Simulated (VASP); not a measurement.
Here is a VASP 6.6.1 calculation.

Contents of INCAR:

```
SYSTEM = Cu2Ru
PREC = Accurate
ENCUT = 600
EDIFF = 1E-6
ISMEAR = 0
SIGMA = 0.1
LREAL = .False.
LASPH = .True.
NELM = 120
ALGO = Normal
ISIF = 2
LWAVE = .False.
LCHARG = .False.
GGA = PE
NBANDS = 45
GGA_COMPAT = .False.
```

The input KPOINTS:

```
Automatic mesh
0
Gamma
  6 6 4
  0 0 0
```

Contents of POSCAR:

```
Cu2Ru
1.0
    3.6015198202      0.0000000000      0.0000000000
    0.0000000000      3.6015198202      0.0000000000
    0.0000000000      0.0000000000      5.4952047156
Cu Ru
4 2
Direct
    0.0000000000      0.0000000000      0.0000000000
    0.5000000000      0.5000000000      0.0000000000
    0.0000000000      0.5000000000      0.2700000000
    0.5000000000      0.0000000000      0.7300000000
    0.0000000000      0.5000000000      0.7000000000
    0.5000000000      0.0000000000      0.3000000000
```

Potentials or basis: VASP PAW PBE potentials, release 64 (Cu, Ru_pv).

Command:

```bash
$ cat potpaw_PBE.64/Cu/POTCAR potpaw_PBE.64/Ru_pv/POTCAR > POTCAR
$ mpirun -np 1 vasp_std > vasp.out
```

(1) Estimate the pressure.

(2) Estimate the band gap on the k mesh.

Results:

(1) 30.6 GPa.

(2) zero (bands 36 and 37 overlap by 0.40 eV).

Caveat: the stress differs along the axes, from 26 to 39 GPa; forces of over 1 eV/Å act on the atoms, so gaps and moduli don't describe the material at rest.
